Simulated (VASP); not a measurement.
## Si2W: single point with PBE

Crystal: Si2W.

```
Si W
1.0
     3.22900   -3.22900    0.00000
    -3.22900   -3.22900    0.00000
     0.00000    0.00000   -7.86683
Si W
8 4
Direct
  0.00000 0.00000 0.66543
  0.50000 0.00000 0.16543
  0.50000 0.50000 0.66543
  0.00000 0.50000 0.16543
  0.00000 0.00000 0.33457
  0.50000 0.00000 0.83457
  0.50000 0.50000 0.33457
  0.00000 0.50000 0.83457
  0.00000 0.50000 0.48856
  0.50000 0.50000 0.00000
  0.50000 0.00000 0.50000
  0.00000 0.00000 0.00000
```

This cell differs from its parent crystal: atom 9 (W) moved +0.090 Å along Cartesian [0 0 1].

```
Program                : VASP 6.6.1
Task                   : single point
Functional             : PBE
Potentials or basis    : VASP PAW PBE potentials, release 64 (Si, W_sv)
Cutoff                 : 520 eV
k mesh                 : 10 × 10 × 6
Occupations            : gaussian, width 0.15 eV
Spin                   : no spin polarisation
Dipole correction      : no
Further INCAR settings : ALGO = Normal; EDIFF = 1e-06; NBANDS = 56
```

| Item | Value |
| --- | --- |
| Pressure | 0.4 GPa |
| Largest force | 1.681 eV/Å |
| Band gap on the k mesh | zero (bands 44 and 45 overlap by 1.15 eV) |

Forces on the atoms (eV/Å):
```
Si   0.000  0.000  0.166
Si   0.000  0.000  0.016
Si   0.000  0.000  0.166
Si   0.000  0.000  0.258
Si   0.000  0.000  0.255
Si   0.000  0.000  0.018
Si   0.000  0.000  0.255
Si   0.000  0.000  0.135
W    0.000  0.000 -1.681
W    0.000  0.000  0.268
W    0.000  0.000 -0.125
W    0.000  0.000  0.268
```

Stress tensor (GPa, compression positive):
```
0.21 0.00 0.00
0.00 0.21 0.00
0.00 0.00 0.76
```

Levels at points of the mesh, in eV from the Fermi level:
| k point | band 41 | band 42 | band 43 | band 44 | band 45 | band 46 | band 47 | band 48 |
| --- | --- | --- | --- | --- | --- | --- | --- | --- |
| (0.00, 0.00, 0.00) | -0.87 | -0.87 | -0.49 | -0.49 | 0.57 | 0.75 | 2.60 | 2.70 |
| (0.50, 0.00, 0.00) | -1.97 | -1.95 | -0.87 | -0.87 | 0.36 | 0.37 | 1.91 | 1.93 |
| (0.50, 0.50, 0.00) | -0.70 | -0.70 | -0.69 | -0.68 | 2.01 | 2.11 | 2.11 | 2.11 |
| (0.00, 0.00, 0.50) | -2.22 | -2.22 | -0.06 | 0.01 | 0.67 | 0.75 | 1.39 | 1.50 |
| (0.50, 0.00, 0.50) | -2.46 | -2.40 | -2.36 | -2.29 | 1.62 | 1.72 | 1.75 | 1.85 |
| (0.50, 0.50, 0.50) | -0.44 | -0.44 | -0.43 | -0.43 | 2.53 | 2.59 | 2.63 | 2.63 |

Wall time 13 min on 1 thread of Intel(R) Xeon(R) Platinum 8488C (Sapphire Rapids), with other jobs on the host, peak memory 0.63 GiB.

Caveat: the cell differs from its parent crystal (atom 9 (W) moved +0.090 Å along Cartesian [0 0 1]); spin-orbit coupling is left out, which moves the levels of the heavy elements; forces of over 1 eV/Å act on the atoms, so gaps and moduli don't describe the material at rest.
